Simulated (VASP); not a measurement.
# HfTi5N6 (P4/mmm) in VASP: single point with PBE

Aim: the single point of HfTi5N6 with PBE.

Program: VASP 6.6.1. These are calculated values, not measurements. Logs are shortened: lines on timing, memory, paths and dates and some standing lists are left out, and cuts for length are marked.

## (1) The cell of the first run

The structure is tetragonal, space group P4/mmm (No. 123). The conventional cell has a = 3.052 Å, b = 3.052 Å, c = 12.924 Å, α = 90.00°, β = 90.00°, γ = 90.00°. Hf (site symmetry 4/mmm) has 6 N at 2.16 to 2.22 Å within 2.9 Å. Within 2.7 Å of Ti (site symmetry 4mm) lie 6 N at 2.06 to 2.31 Å. Within 2.8 Å of Ti (site symmetry 4mm) lie 6 N at 2.12 to 2.16 Å. Within 2.8 Å of Ti (site symmetry 4/mmm) lie 6 N at 2.09 to 2.16 Å. Within 2.8 Å of N (site symmetry 4mm) lie 5 Ti at 2.12 to 2.16 Å and 1 Hf at 2.22 Å. Within 2.7 Å of N (site symmetry 4mm) lie 6 Ti at 2.06 to 2.16 Å. Within 2.8 Å of N (site symmetry 4/mmm) lie 6 Ti at 2.13 to 2.16 Å. Within 2.9 Å of N (site symmetry 4/mmm) lie 4 Hf at 2.16 Å and 2 Ti at 2.31 Å.

## (2) Single point, PBE

Contents of INCAR:

```
SYSTEM = HfTi5N6
  ALGO = Normal
  EDIFF = 1E-7
  ENCUT = 520
  GGA = PE
  ISIF = 2
  ISMEAR = 0
  LASPH = .True.
  LCHARG = .False.
  LREAL = .False.
  LWAVE = .False.
  NBANDS = 62
  NELM = 80
  PREC = Accurate
  SIGMA = 0.1
```

Contents of KPOINTS:

```
k-points
0
Gamma
  12 12 4
  0 0 0
```

Contents of POSCAR:

```
HfTi5N6
1.0
    3.0520619000      0.0000000000      0.0000000000
    0.0000000000      3.0520619000      0.0000000000
    0.0000000000      0.0000000000     12.9244067000
Hf Ti N
1 5 6
Direct
    0.0000000000      0.0000000000      0.0000000000
    0.5000000000      0.5000000000      0.1787340000
    0.0000000000      0.0000000000      0.3355770000
    0.5000000000      0.5000000000      0.5000000000
    0.0000000000      0.0000000000      0.6644230000
    0.5000000000      0.5000000000      0.8212660000
    0.0000000000      0.0000000000      0.1718410000
    0.5000000000      0.5000000000      0.3380670000
    0.0000000000      0.0000000000      0.5000000000
    0.5000000000      0.5000000000      0.6619330000
    0.0000000000      0.0000000000      0.8281590000
    0.5000000000      0.5000000000      0.0000000000
```

Potentials or basis: VASP PAW PBE potentials, release 64 (Hf_pv, Ti_sv, N).

Run with:

```console
cat potpaw_PBE.64/Hf_pv/POTCAR potpaw_PBE.64/Ti_sv/POTCAR potpaw_PBE.64/N/POTCAR > POTCAR
mpirun -np 1 vasp_std > vasp.out
```

OUTCAR:

```text
SYSTEM = HfTi5N6
   EDIFF = 1E-7
   ENCUT = 520
   GGA = PE
   ISIF = 2
   ISMEAR = 0
   LASPH = .True.
   LREAL = .False.
   NELM = 80
   PREC = Accurate

 ion  position               nearest neighbor table
   1  0.000  0.000  0.000-  12 2.16  12 2.16  12 2.16  12 2.16   7 2.22  11 2.22   6 3.16   6 3.16
                             2 3.16   6 3.16   2 3.16   2 3.16   6 3.16   2 3.16
   2  0.500  0.500  0.179-   8 2.06   7 2.16   7 2.16   7 2.16   7 2.16  12 2.31   1 3.16   1 3.16
                             1 3.16   1 3.16
   3  0.000  0.000  0.336-   7 2.12   9 2.13   8 2.16   8 2.16   8 2.16   8 2.16
   4  0.500  0.500  0.500-   8 2.09  10 2.09   9 2.16   9 2.16   9 2.16   9 2.16
   5  0.000  0.000  0.664-  11 2.12   9 2.13  10 2.16  10 2.16  10 2.16  10 2.16
   6  0.500  0.500  0.821-  10 2.06  11 2.16  11 2.16  11 2.16  11 2.16  12 2.31   1 3.16   1 3.16
                             1 3.16   1 3.16
   7  0.000  0.000  0.172-   3 2.12   2 2.16   2 2.16   2 2.16   2 2.16   1 2.22
   8  0.500  0.500  0.338-   2 2.06   4 2.09   3 2.16   3 2.16   3 2.16   3 2.16
   9  0.000  0.000  0.500-   3 2.13   5 2.13   4 2.16   4 2.16   4 2.16   4 2.16
  10  0.500  0.500  0.662-   6 2.06   4 2.09   5 2.16   5 2.16   5 2.16   5 2.16
  11  0.000  0.000  0.828-   5 2.12   6 2.16   6 2.16   6 2.16   6 2.16   1 2.22
  12  0.500  0.500  0.000-   1 2.16   1 2.16   1 2.16   1 2.16   6 2.31   2 2.31

  LATTYP: Found a simple tetragonal cell.
 ALAT       =     3.0520619000
 C/A-ratio  =     4.2346476328

  Lattice vectors:

 A1 = (   3.0520619000,   0.0000000000,   0.0000000000)
 A2 = (   0.0000000000,   3.0520619000,   0.0000000000)
 A3 = (   0.0000000000,   0.0000000000,  12.9244067000)

Analysis of symmetry for initial positions (statically):
=====================================================================
 Subroutine PRICEL returns:
 Original cell was already a primitive cell.

 Routine SETGRP: Setting up the symmetry group for a
 simple tetragonal supercell.

 Subroutine GETGRP returns: Found 16 space group operations
 (whereof 16 operations were pure point group operations)
 out of a pool of 16 trial point group operations.

The static configuration has the point symmetry D_4h.

Analysis of symmetry for dynamics (positions and initial velocities):
=====================================================================
 Subroutine PRICEL returns:
 Original cell was already a primitive cell.

 Routine SETGRP: Setting up the symmetry group for a
 simple tetragonal supercell.

 Subroutine GETGRP returns: Found 16 space group operations
 (whereof 16 operations were pure point group operations)
 out of a pool of 16 trial point group operations.

The dynamic configuration has the point symmetry D_4h.

 Subroutine INISYM returns: Found 16 space group operations
 (whereof 16 operations are pure point group operations),
 and found     1 'primitive' translations

----------------------------------------------------------------------------------------

                                     Primitive cell

  volume of cell :     120.3919

  direct lattice vectors                    reciprocal lattice vectors
     3.052061900  0.000000000  0.000000000     0.327647352  0.000000000  0.000000000
     0.000000000  3.052061900  0.000000000     0.000000000  0.327647352  0.000000000
     0.000000000  0.000000000 12.924406700     0.000000000  0.000000000  0.077372991

  length of vectors
     3.052061900  3.052061900 12.924406700     0.327647352  0.327647352  0.077372991

  position of ions in fractional coordinates (direct lattice)
     0.000000000  0.000000000  0.000000000
     0.500000000  0.500000000  0.178734000
     0.000000000  0.000000000  0.335577000
     0.500000000  0.500000000  0.500000000
     0.000000000  0.000000000  0.664423000
     0.500000000  0.500000000  0.821266000
     0.000000000  0.000000000  0.171841000
     0.500000000  0.500000000  0.338067000
     0.000000000  0.000000000  0.500000000
     0.500000000  0.500000000  0.661933000
     0.000000000  0.000000000  0.828159000
     0.500000000  0.500000000  0.000000000

  ion indices of the primitive-cell ions
   primitive index   ion index
                 1           1
                 2           2
                 3           3
                 4           4
                 5           5
                 6           6
                 7           7
                 8           8
                 9           9
                10          10
                11          11
                12          12

----------------------------------------------------------------------------------------

 KPOINTS: k-points

Automatic generation of k-mesh.
 Grid dimensions read from file:
 generate k-points for:   12   12    4

 Generating k-lattice:

  Cartesian coordinates                     Fractional coordinates (reciprocal lattice)
     0.027303946  0.000000000  0.000000000     0.083333333  0.000000000  0.000000000
     0.000000000  0.027303946  0.000000000     0.000000000  0.083333333  0.000000000
     0.000000000  0.000000000  0.019343248     0.000000000  0.000000000  0.250000000

  Length of vectors
     0.027303946  0.027303946  0.019343248

  Shift w.r.t. Gamma in fractional coordinates (k-lattice)
     0.000000000  0.000000000  0.000000000

 Subroutine IBZKPT returns following result:
 ===========================================

 Found     84 irreducible k-points:

 Following reciprocal coordinates:
            Coordinates               Weight
  0.000000  0.000000  0.000000      1.000000
  0.083333  0.000000  0.000000      4.000000
  0.166667  0.000000  0.000000      4.000000
  0.250000  0.000000  0.000000      4.000000
  0.333333  0.000000  0.000000      4.000000
  0.416667  0.000000  0.000000      4.000000
[... 16 lines left out ...]
  0.333333  0.333333  0.000000      4.000000
  0.416667  0.333333  0.000000      8.000000
 [... further k-points ...]
   k-points           NKPTS =     84   k-points in BZ     NKDIM =     84   number of bands    NBANDS=     62
   number of dos      NEDOS =    301   number of ions     NIONS =     12
   total plane-waves  NPLWV =  55296
   dimension x,y,z NGX =    24 NGY =   24 NGZ =   96
   dimension x,y,z NGXF=    48 NGYF=   48 NGZF=  192
   ions per type =               1   5   6
   NGX,Y,Z   is equivalent  to a cutoff of  13.07, 13.07, 12.35 a.u.
   NGXF,Y,Z  is equivalent  to a cutoff of  26.15, 26.15, 24.70 a.u.
 SYSTEM =  HfTi5N6
   PREC   = accura    normal or accurate (medium, high low for compatibility)
   ISTART =      0    job   : 0-new  1-cont  2-samecut
   ICHARG =      2    charge: 1-file 2-atom 10-const
   ISPIN  =      1    spin polarized calculation?
   LNONCOLLINEAR =      F non collinear calculations
   LSORBIT =      F    spin-orbit coupling
   LASPH  =      T    aspherical Exc in radial PAW
   ENCUT  =  520.0 eV  38.22 Ry    6.18 a.u.   5.67  5.67 24.03*2*pi/ulx,y,z
   NELM   =     80;   NELMIN=  2; NELMDL= -5     # of ELM steps
   EDIFF  = 0.1E-06   stopping-criterion for ELM
   LREAL  =      F    real-space projection
   EDIFFG = 0.1E-05   stopping-criterion for IOM
   NSW    =      0    number of steps for IOM
   IBRION =     -1    ionic relax: 0-MD 1-quasi-New 2-CG
   NFREE  =      0    steps in history (QN), initial steepest desc. (CG)
   ISIF   =      2    stress and relaxation
   ISYM   =      2    0-nonsym 1-usesym 2-fastsym
   POTIM  = 0.5000    time-step for ionic-motion
   TEBEG  =    0.0;   TEEND  =   0.0 temperature during run
   PSTRESS=    0.0 pullay stress
   NELECT =     100.0000    total number of electrons
   NUPDOWN=      -1.0000    fix difference up-down
   EMIN   =  10.00;   EMAX   =-10.00  energy-range for DOS
   EFERMI =   0.00;   METHOD = LEGACY
   ISMEAR =     0;   SIGMA  =   0.10  broadening in eV -4-tet -1-fermi 0-gaus
   EFERMI_NEDOS =   21; number of points for ismear=-14 and -15
   IALGO  =     38    algorithm
   IMIX   =      4    mixing-type and parameters
     AMIX     =   0.40;   BMIX     =  1.00
     AMIX_MAG =   1.60;   BMIX_MAG =  1.00
  volume/ion in A,a.u.               =      10.03        67.70
  Fermi-wavevector in a.u.,A,eV,Ry     =   1.538895  2.908090 32.221299  2.368199
  Thomas-Fermi vector in A             =   2.645199
   LORBIT       =      0    0 simple, 1 ext, 2 COOP (PROOUT), +10 PAW based schemes
   GGA     = PE    functional components
   LHFCALC =     F    Hartree Fock is set to
   AEXX    =    0.0000 exact exchange contribution
   IVDW    =     0    specifies the selected vdW correction
   LEPSILON=     F    determine dielectric tensor
   LRPA    =     F    only Hartree local field effects (RPA)
 non-spin polarized calculation
 Gauss-broadening in eV      SIGMA  =   0.10
  energy-cutoff  :      520.00
  volume of cell :      120.39
 maximum number of plane-waves:      3276
 NGX is ok and might be reduce to    24
   NGX = 11   NGY = 11   NGZ = 49

 number of electron     100.0000035 magnetization

 Free energy of the ion-electron system (eV)
  ---------------------------------------------------
  ext. energy  EPLUGINS =         0.00000000
  ---------------------------------------------------
  free energy    TOTEN  =      -119.78286146 eV

  energy without entropy =     -119.75993376  energy(sigma->0) =     -119.77139761

 E-fermi :  10.6119     XC(G=0): -12.8637

 val. band max:       10.6089245181   @ k =   0.3333   0.0833   0.5000
 cond. band min:      10.6158020569   @ k =   0.0833   0.0833   0.5000
 fundamental gap:      0.0068775388
 Fermi energy:        10.6118804124

 k-point     1 :       0.0000    0.0000    0.0000
  band No.  band energies     occupation
      1     -47.3066      2.00000
      2     -47.2342      2.00000
      3     -47.2278      2.00000
      4     -47.1552      2.00000
      5     -47.1475      2.00000
      6     -23.7469      2.00000
[... 54 lines left out ...]
     61      11.5795      0.00000
     62      11.9570      0.00000

 k-point     2 :       0.0833    0.0000    0.0000
  band No.  band energies     occupation
      1     -47.3040      2.00000
      2     -47.2313      2.00000
      3     -47.2255      2.00000
      4     -47.1546      2.00000
      5     -47.1473      2.00000
      6     -23.7417      2.00000
[... 54 lines left out ...]
     61      11.9746      0.00000
     62      11.9934      0.00000

 k-point     3 :       0.1667    0.0000    0.0000
  band No.  band energies     occupation
      1     -47.2967      2.00000
      2     -47.2231      2.00000
      3     -47.2188      2.00000
      4     -47.1532      2.00000
      5     -47.1470      2.00000
      6     -23.7330      2.00000
[... 1354 lines left out ...]
     61      12.7082      0.00000
     62      12.8016      0.00000

 k-point    24 :       0.4167    0.3333    0.0000
  band No.  band energies     occupation
      1     -47.2501      2.00000
      2     -47.1667      2.00000
      3     -47.1666      2.00000
      4     -47.1359      2.00000
      5     -47.1358      2.00000
      6     -23.7278      2.00000
[... 54 lines left out ...]
     61      12.7852      0.00000
     62      12.8193      0.00000

 [... further k-points ...]

------------------------ aborting loop because EDIFF is reached ----------------------------------------

  FORCE on cell =-STRESS in cart. coord.  units (eV):
  Direction    XX          YY          ZZ          XY          YZ          ZX
  --------------------------------------------------------------------------------------
  -------------------------------------------------------------------------------------
  Total       -0.0818701     -0.0818701     -0.0494003      0.0000000      0.0000000      0.0000000
  in kB       -1.0895287     -1.0895287     -0.6574196      0.0000000      0.0000000      0.0000000
  external PRESSURE =      -0.9454924 kB  Pullay stress =       0.0000000 kB

 VOLUME and BASIS-vectors are now :
 -----------------------------------------------------------------------------
  energy-cutoff  :      520.00
  volume of cell :      120.39
      direct lattice vectors                 reciprocal lattice vectors
     3.052061900  0.000000000  0.000000000     0.327647352  0.000000000  0.000000000
     0.000000000  3.052061900  0.000000000     0.000000000  0.327647352  0.000000000
     0.000000000  0.000000000 12.924406700     0.000000000  0.000000000  0.077372991

 POSITION                                       TOTAL-FORCE (eV/Angst)
 -----------------------------------------------------------------------------------
      0.00000      0.00000      0.00000         0.000000      0.000000      0.000000
      1.52603      1.52603      2.31003         0.000000      0.000000     -0.016427
      0.00000      0.00000      4.33713         0.000000      0.000000     -0.004631
      1.52603      1.52603      6.46220         0.000000      0.000000      0.000000
      0.00000      0.00000      8.58727        -0.000000      0.000000      0.004631
      1.52603      1.52603     10.61438         0.000000     -0.000000      0.016427
      0.00000      0.00000      2.22094        -0.000000      0.000000     -0.086355
      1.52603      1.52603      4.36932         0.000000      0.000000      0.004680
      0.00000      0.00000      6.46220         0.000000      0.000000      0.000000
      1.52603      1.52603      8.55509         0.000000     -0.000000     -0.004680
      0.00000      0.00000     10.70346         0.000000      0.000000      0.086355
      1.52603      1.52603      0.00000         0.000000      0.000000      0.000000
 -----------------------------------------------------------------------------------
    total drift:                                0.000000     -0.000000      0.000000

  FREE ENERGIE OF THE ION-ELECTRON SYSTEM (eV)
  ---------------------------------------------------
  free  energy   TOTEN  =      -119.7828614553 eV

  energy  without entropy=     -119.7599337613  energy(sigma->0) =     -119.77139761
```

Wall time 12 min (1 thread of Intel Xeon Platinum 8375C at 2.90GHz (Ice Lake), shared host); peak memory 0.57 GiB.

What came out:

- Free energy: -119.7829 eV
- Pressure: -0.1 GPa
- Largest force: 0.086 eV/Å
- Band gap on the k mesh: zero (band 50 reaches 11.92 eV, above the bottom of band 51 at 8.71 eV)

Forces in eV/Å, atoms in the order of the input:
```
Hf   0.000  0.000  0.000
Ti   0.000  0.000 -0.016
Ti   0.000  0.000 -0.005
Ti   0.000  0.000  0.000
Ti   0.000  0.000  0.005
Ti   0.000  0.000  0.016
N    0.000  0.000 -0.086
N    0.000  0.000  0.005
N    0.000  0.000  0.000
N    0.000  0.000 -0.005
N    0.000  0.000  0.086
N    0.000  0.000  0.000
```

Caveat: spin-orbit coupling is left out, which moves the levels of the heavy elements.
